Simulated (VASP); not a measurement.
# WSe2 (P1) in VASP: single point with r2SCAN

Aim: the single point of WSe2 with r2SCAN.

Program: VASP 6.6.1. These are calculated values, not measurements. Logs are shortened: lines on timing, memory, paths and dates and some standing lists are left out, and cuts for length are marked.

### Step 1. The cell of the first run

The typed cell holds 24 atoms: a = 6.599 Å, b = 6.599 Å, c = 13.151 Å, α = 90.00°, β = 90.00°, γ = 120.00°.

### Step 2. Single point, r2SCAN

File POSCAR:

```
WSe2
1.0
    6.5991847651     -0.0000000001      0.0000000000
   -3.2995923825      5.7150616509      0.0000000000
    0.0000000000      0.0000000000     13.1505064054
W Se
8 16
Direct
    0.3263100049      0.1621109371      0.2520294579
    0.1574873587      0.3380212005      0.7482710321
    0.3315171152      0.6586949065      0.2515537347
    0.1776856592      0.8450418027      0.7532903825
    0.8304225926      0.1641403116      0.2518618598
    0.6581732839      0.3318013201      0.7543259320
    0.8299384356      0.6644133051      0.2484822180
    0.6650865512      0.8250197965      0.7462806905
    0.1757515127      0.3445542884      0.3730653291
    0.3323097438      0.1865925628      0.8808397671
    0.1829296910      0.3373270697      0.1254523552
    0.3374647191      0.1820946236      0.6234305925
    0.1696753845      0.8460760873      0.3777906224
    0.3194363117      0.6443463299      0.8775138876
    0.1747739696      0.8302615597      0.1279442744
    0.3210893234      0.6456030093      0.6189418680
    0.6685589433      0.3316755122      0.3790047962
    0.8426991649      0.1710655212      0.8609146029
    0.6836503514      0.3372640783      0.1193005008
    0.8368893351      0.1805548327      0.6123301074
    0.6508649657      0.8261126981      0.3813966432
    0.8433419355      0.6723922216      0.8734463637
    0.6701155256      0.8396458854      0.1211014200
    0.8448734777      0.6494733087      0.6333374353
```

File INCAR.step1:

```
SYSTEM = WSe2
PREC = Accurate ; ENCUT = 520
ISMEAR = -1 ; SIGMA = 0.19
LREAL = Auto ; LASPH = .True.
NELM = 80 ; NBANDS = 122
GGA = PE ; ALGO = Normal
EDIFF = 1E-4 ; LWAVE = .True.
LCHARG = .False.
```

File INCAR.step2:

```
SYSTEM = WSe2
PREC = Accurate ; ENCUT = 520
EDIFF = 1E-6 ; ISMEAR = -1
SIGMA = 0.19 ; LREAL = Auto
LASPH = .True. ; NELM = 80
ALGO = Normal ; ISIF = 2
LWAVE = .False. ; LCHARG = .False.
METAGGA = R2SCAN ; LMIXTAU = .True.
NBANDS = 122 ; ISTART = 1
```

File KPOINTS:

```
regular mesh
0
Gamma
  3 3 2
  0 0 0
```

Potentials or basis: VASP PAW PBE potentials, release 64 (W_sv, Se).

Run with:

```
$ cat potpaw_PBE.64/W_sv/POTCAR potpaw_PBE.64/Se/POTCAR > POTCAR
$ cp INCAR.step1 INCAR
$ mpirun -np 1 vasp_std > vasp.out
$ cp INCAR.step2 INCAR
$ mpirun -np 1 vasp_std > vasp.out
```

OUTCAR:

```text
SYSTEM = WSe2
   PREC = Accurate
   ENCUT = 520
   EDIFF = 1E-6
   ISMEAR = -1
   LREAL = Auto
   LASPH = .True.
   NELM = 80
   ISIF = 2
   METAGGA = R2SCAN
   ISTART = 1

 ion  position               nearest neighbor table
   1  0.326  0.162  0.252-  13 2.45  11 2.47   9 2.48  15 2.50  17 2.57  19 2.69   3 3.26   5 3.28
                             7 3.28   7 3.32   5 3.32   3 3.34
   2  0.157  0.338  0.748-  18 2.33  14 2.44  16 2.45  12 2.53  10 2.55  20 2.56   6 3.28   4 3.28
                             8 3.28   8 3.32   4 3.32   6 3.33
   3  0.332  0.659  0.252-   9 2.40  11 2.48  15 2.48  21 2.50  23 2.59  13 2.60   1 3.26   7 3.27
                             5 3.29   5 3.31   7 3.33   1 3.34
   4  0.178  0.845  0.753-  24 2.48  22 2.48  14 2.56  12 2.57  10 2.58  16 2.64   6 3.19   2 3.28
                             8 3.29   8 3.32   2 3.32   6 3.41
   5  0.830  0.164  0.252-  17 2.52  19 2.53  23 2.53   9 2.54  21 2.58  11 2.61   1 3.28   3 3.29
                             7 3.30   7 3.30   3 3.31   1 3.32
   6  0.658  0.332  0.754-  24 2.42  18 2.42  10 2.50  22 2.50  12 2.52  20 2.66   4 3.19   8 3.23
                             2 3.28   2 3.33   8 3.37   4 3.41
   7  0.830  0.664  0.248-  19 2.53  15 2.53  23 2.54  17 2.56  13 2.58  21 2.62   3 3.27   1 3.28
                             5 3.30   5 3.30   1 3.32   3 3.33
   8  0.665  0.825  0.746-  18 2.49  24 2.52  22 2.53  16 2.58  14 2.62  20 2.69   6 3.23   2 3.28
                             4 3.29   2 3.32   4 3.32   6 3.37
   9  0.176  0.345  0.373-   3 2.40   1 2.48   5 2.54
  10  0.332  0.187  0.881-   6 2.50   2 2.55   4 2.58
  11  0.183  0.337  0.125-   1 2.47   3 2.48   5 2.61
  12  0.337  0.182  0.623-   6 2.52   2 2.53   4 2.57
  13  0.170  0.846  0.378-   1 2.45   7 2.58   3 2.60
  14  0.319  0.644  0.878-   2 2.44   4 2.56   8 2.62
[... 8 lines left out ...]
  23  0.670  0.840  0.121-   5 2.53   7 2.54   3 2.59
  24  0.845  0.649  0.633-   6 2.42   4 2.48   8 2.52

  LATTYP: Found a hexagonal cell.
 ALAT       =     6.5991847651
 C/A-ratio  =     1.9927471155

  Lattice vectors:

 A1 = (   6.5991847651,  -0.0000000001,   0.0000000000)
 A2 = (  -3.2995923825,   5.7150616509,   0.0000000000)
 A3 = (   0.0000000000,   0.0000000000,  13.1505064054)

Analysis of symmetry for initial positions (statically):
=====================================================================
 Subroutine PRICEL returns:
 Original cell was already a primitive cell.

 Routine SETGRP: Setting up the symmetry group for a
 hexagonal supercell.

 Subroutine GETGRP returns: Found  1 space group operations
 (whereof  1 operations were pure point group operations)
 out of a pool of 24 trial point group operations.

The static configuration has the point symmetry C_1 .

Analysis of symmetry for dynamics (positions and initial velocities):
=====================================================================
 Subroutine PRICEL returns:
 Original cell was already a primitive cell.

 Routine SETGRP: Setting up the symmetry group for a
 hexagonal supercell.

 Subroutine GETGRP returns: Found  1 space group operations
 (whereof  1 operations were pure point group operations)
 out of a pool of 24 trial point group operations.

The dynamic configuration has the point symmetry C_1 .

 Subroutine INISYM returns: Found  1 space group operations
 (whereof  1 operations are pure point group operations),
 and found     1 'primitive' translations

----------------------------------------------------------------------------------------

                                     Primitive cell

  volume of cell :     495.9680

  direct lattice vectors                    reciprocal lattice vectors
     6.599184765 -0.000000000  0.000000000     0.151533869  0.087488120  0.000000000
    -3.299592383  5.715061651  0.000000000     0.000000000  0.174976240  0.000000000
     0.000000000  0.000000000 13.150506405     0.000000000  0.000000000  0.076042699

  length of vectors
     6.599184765  6.599184765 13.150506405     0.174976240  0.174976240  0.076042699

  position of ions in fractional coordinates (direct lattice)
     0.326310005  0.162110937  0.252029458
     0.157487359  0.338021201  0.748271032
     0.331517115  0.658694907  0.251553735
     0.177685659  0.845041803  0.753290382
     0.830422593  0.164140312  0.251861860
     0.658173284  0.331801320  0.754325932
[... 16 lines left out ...]
     0.670115526  0.839645885  0.121101420
     0.844873478  0.649473309  0.633337435

  ion indices of the primitive-cell ions
   primitive index   ion index
                 1           1
                 2           2
                 3           3
                 4           4
                 5           5
                 6           6
[... 16 lines left out ...]
                23          23
                24          24

----------------------------------------------------------------------------------------

 KPOINTS: regular mesh

Automatic generation of k-mesh.
 Grid dimensions read from file:
 generate k-points for:    3    3    2

 Generating k-lattice:

  Cartesian coordinates                     Fractional coordinates (reciprocal lattice)
     0.050511290  0.029162707  0.000000000     0.333333333 -0.000000000  0.000000000
     0.000000000  0.058325413  0.000000000     0.000000000  0.333333333  0.000000000
     0.000000000  0.000000000  0.038021349     0.000000000  0.000000000  0.500000000

  Length of vectors
     0.058325413  0.058325413  0.038021349

  Shift w.r.t. Gamma in fractional coordinates (k-lattice)
     0.000000000  0.000000000  0.000000000

 Subroutine IBZKPT returns following result:
 ===========================================

 Found     10 irreducible k-points:

 Following reciprocal coordinates:
            Coordinates               Weight
  0.000000  0.000000  0.000000      1.000000
  0.333333 -0.000000  0.000000      2.000000
  0.000000  0.333333  0.000000      2.000000
 -0.333333  0.333333  0.000000      2.000000
  0.333333  0.333333  0.000000      2.000000
  0.000000  0.000000  0.500000      1.000000
  0.333333 -0.000000  0.500000      2.000000
  0.000000  0.333333  0.500000      2.000000
 -0.333333  0.333333  0.500000      2.000000
  0.333333  0.333333  0.500000      2.000000
   k-points           NKPTS =     10   k-points in BZ     NKDIM =     10   number of bands    NBANDS=    122
   number of dos      NEDOS =    301   number of ions     NIONS =     24
   total plane-waves  NPLWV = 245000
   dimension x,y,z NGX =    50 NGY =   50 NGZ =   98
   dimension x,y,z NGXF=   100 NGYF=  100 NGZF=  196
   ions per type =               8  16
   NGX,Y,Z   is equivalent  to a cutoff of  12.60, 12.60, 12.39 a.u.
   NGXF,Y,Z  is equivalent  to a cutoff of  25.19, 25.19, 24.78 a.u.
 SYSTEM =  WSe2
   PREC   = accura    normal or accurate (medium, high low for compatibility)
   ISTART =      1    job   : 0-new  1-cont  2-samecut
   ICHARG =      0    charge: 1-file 2-atom 10-const
   ISPIN  =      1    spin polarized calculation?
   LNONCOLLINEAR =      F non collinear calculations
   LSORBIT =      F    spin-orbit coupling
   LASPH  =      T    aspherical Exc in radial PAW
   ENCUT  =  520.0 eV  38.22 Ry    6.18 a.u.  12.27 12.27 24.45*2*pi/ulx,y,z
   NELM   =     80;   NELMIN=  2; NELMDL=  0     # of ELM steps
   EDIFF  = 0.1E-05   stopping-criterion for ELM
   LREAL  =      T    real-space projection
   EDIFFG = 0.1E-04   stopping-criterion for IOM
   NSW    =      0    number of steps for IOM
[... 5 lines left out ...]
   TEBEG  =    0.0;   TEEND  =   0.0 temperature during run
   PSTRESS=    0.0 pullay stress
   NELECT =     208.0000    total number of electrons
   NUPDOWN=      -1.0000    fix difference up-down
   EMIN   =  10.00;   EMAX   =-10.00  energy-range for DOS
   EFERMI =   0.00;   METHOD = LEGACY
   ISMEAR =    -1;   SIGMA  =   0.19  broadening in eV -4-tet -1-fermi 0-gaus
   EFERMI_NEDOS =   21; number of points for ismear=-14 and -15
   IALGO  =     38    algorithm
   IMIX   =      4    mixing-type and parameters
     AMIX     =   0.40;   BMIX     =  1.00
     AMIX_MAG =   1.60;   BMIX_MAG =  1.00
  volume/ion in A,a.u.               =      20.67       139.46
  Fermi-wavevector in a.u.,A,eV,Ry     =   1.225400  2.315671 20.430595  1.501606
  Thomas-Fermi vector in A             =   2.360440
   LORBIT       =      0    0 simple, 1 ext, 2 COOP (PROOUT), +10 PAW based schemes
   METAGGA = R2SCAN    functional components
   LHFCALC =     F    Hartree Fock is set to
   AEXX    =    0.0000 exact exchange contribution
   IVDW    =     0    specifies the selected vdW correction
   LEPSILON=     F    determine dielectric tensor
   LRPA    =     F    only Hartree local field effects (RPA)
 non-spin polarized calculation
  energy-cutoff  :      520.00
  volume of cell :      495.97
 maximum number of plane-waves:     13465
 NGX is ok and might be reduce to    50
   NGX = 25   NGY = 25   NGZ = 49

 number of electron     208.0000005 magnetization

 Free energy of the ion-electron system (eV)
  ---------------------------------------------------
  ext. energy  EPLUGINS =         0.00000000
  ---------------------------------------------------
  free energy    TOTEN  =      -652.47117605 eV

  energy without entropy =     -652.37200775  energy(sigma->0) =     -652.42159190

 E-fermi :   6.3067     XC(G=0): -11.2600

 val. band max:        5.9024269969   @ k =   0.0000   0.0000   0.0000
 cond. band min:       6.8472574374   @ k =   0.3333   0.3333   0.0000
 fundamental gap:      0.9448304405
 Fermi energy:         6.3067092676

 k-point     1 :       0.0000    0.0000    0.0000
  band No.  band energies     occupation
      1     -70.4833      2.00000
      2     -70.4707      2.00000
      3     -70.4548      2.00000
      4     -70.4533      2.00000
      5     -70.4128      2.00000
      6     -70.3826      2.00000
[... 108 lines left out ...]
    115       8.4132      0.00003
    116       8.4947      0.00002
[... 1069 lines left out ...]
    115       8.1106      0.00015
    116       8.1345      0.00013
 [bands above 116 left out]

------------------------ aborting loop because EDIFF is reached ----------------------------------------

  FORCE on cell =-STRESS in cart. coord.  units (eV):
  Direction    XX          YY          ZZ          XY          YZ          ZX
  --------------------------------------------------------------------------------------
  -------------------------------------------------------------------------------------
  Total        7.7249001     10.9228454     10.4657276      0.0998282     -3.3491343      3.7437322
  in kB       24.9545516     35.2852082     33.8085329      0.3224854    -10.8190582     12.0937690
  external PRESSURE =      31.3494309 kB  Pullay stress =       0.0000000 kB

 VOLUME and BASIS-vectors are now :
 -----------------------------------------------------------------------------
  energy-cutoff  :      520.00
  volume of cell :      495.97
      direct lattice vectors                 reciprocal lattice vectors
     6.599184765 -0.000000000  0.000000000     0.151533869  0.087488120  0.000000000
    -3.299592383  5.715061651  0.000000000     0.000000000  0.174976240  0.000000000
     0.000000000  0.000000000 13.150506405     0.000000000  0.000000000  0.076042699

 POSITION                                       TOTAL-FORCE (eV/Angst)
 -----------------------------------------------------------------------------------
      1.61848      0.92647      3.31432         1.951898      1.113336     -0.695756
     -0.07604      1.93181      9.84014         2.137397     -0.438272     -1.915884
      0.01432      3.76448      3.30806         0.022703      1.852975     -0.481315
     -1.61571      4.82947      9.90615         0.795253     -0.307942     -0.677138
      4.93852      0.93807      3.31211         0.636056      0.109708     -0.278661
      3.24860      1.89627      9.91977         0.450197     -0.325178     -1.334649
[... 16 lines left out ...]
      1.65173      4.79863      1.59254         0.063699     -0.389902      0.524706
      3.43248      3.71178      8.32871        -0.891526      1.439944     -1.659908
 -----------------------------------------------------------------------------------
    total drift:                               -0.020480     -0.005310      0.018974

  FREE ENERGIE OF THE ION-ELECTRON SYSTEM (eV)
  ---------------------------------------------------
  free  energy   TOTEN  =      -652.4711760515 eV

  energy  without entropy=     -652.3720077522  energy(sigma->0) =     -652.42159190
```

Run time: 82 min. Hardware: 1 thread of Oxide Virtual Turin-like, shared host; peak memory 0.77 GiB.

What came out:

* Free energy: -652.4712 eV
* Pressure: 3.1 GPa
* Largest force: 4.015 eV/Å
* Band gap on the k mesh: 0.94 eV (least direct gap 1.21 eV)

Forces in eV/Å, atoms in the order of the input:
```
W    1.952  1.113 -0.696
W    2.137 -0.438 -1.916
W    0.023  1.853 -0.481
W    0.795 -0.308 -0.677
W    0.636  0.110 -0.279
W    0.450 -0.325 -1.335
W   -0.020  0.278  0.769
W   -0.697  0.213 -0.646
Se  -0.577 -1.330  1.410
Se   0.235 -0.863 -0.091
Se  -1.016 -0.604 -0.501
Se   0.007 -0.887  0.211
Se  -0.174 -1.237  0.127
Se   0.344  1.987  0.074
Se  -0.652  0.025 -0.664
Se   0.081  1.998  0.370
Se  -0.340  0.194 -0.515
Se  -1.530 -1.626  3.336
Se  -0.920 -0.339  0.787
Se  -0.346 -1.269  1.368
Se   0.985  0.353 -0.610
Se  -0.545  0.053  1.094
Se   0.064 -0.390  0.525
Se  -0.892  1.440 -1.660
```

Stress tensor (GPa, compression positive):
```
 2.50  0.03  1.21
 0.03  3.53 -1.08
 1.21 -1.08  3.38
```

Caveat: the cell stands under pressure; the atoms stand as in a frame of molecular dynamics; the PAW data sets were made with another functional, which shifts forces and pressure a little; spin-orbit coupling is left out, which moves the levels of the heavy elements. A k mesh can miss the band edges.
